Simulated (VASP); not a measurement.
## Mo: single point with PBEsol

The system is Mo.

```xyz
1
Lattice="-1.5838 1.5838 1.5838 1.5838 -1.5838 1.5838 1.5838 1.5838 -1.5838" Properties=species:S:1:pos:R:3 pbc="T T T"
Mo    0.0000    0.0000    0.0000
```

```yaml
Program: VASP 6.6.1
Task: single point
Functional: PBEsol
Potentials_or_basis: VASP PAW PBE potentials, release 64 (Mo_sv)
Cutoff: 520 eV
k_mesh: 8 × 8 × 8
Occupations: gaussian, width 0.1 eV
Spin: no spin polarisation
```

* Pressure: -8.2 GPa
* Band gap on the k mesh: zero (band 7 reaches 16.11 eV, above the bottom of band 8 at 10.86 eV)

Levels at points of the mesh, in eV from the Fermi level:
```
           k point  band 4  band 5  band 6  band 7  band 8  band 9  band 10  band 11
(0.00, 0.00, 0.00)  -34.39   -7.09   -1.20   -1.20   -1.20    1.75     1.75    14.92
(0.50, 0.00, 0.00)  -34.40   -5.12   -3.20    1.68    1.77    2.39     4.79    11.51
(0.50, 0.50, 0.50)  -35.31   -5.21   -5.21    4.05    4.05    4.05     9.03     9.03
```

Run time: 2.9 s on 1 thread of Intel(R) Xeon(R) 6975P-C (Granite Rapids), with other jobs on the host, peak memory 0.12 GiB.

Caveat: the PAW data sets were made with another functional, which shifts forces and pressure a little.
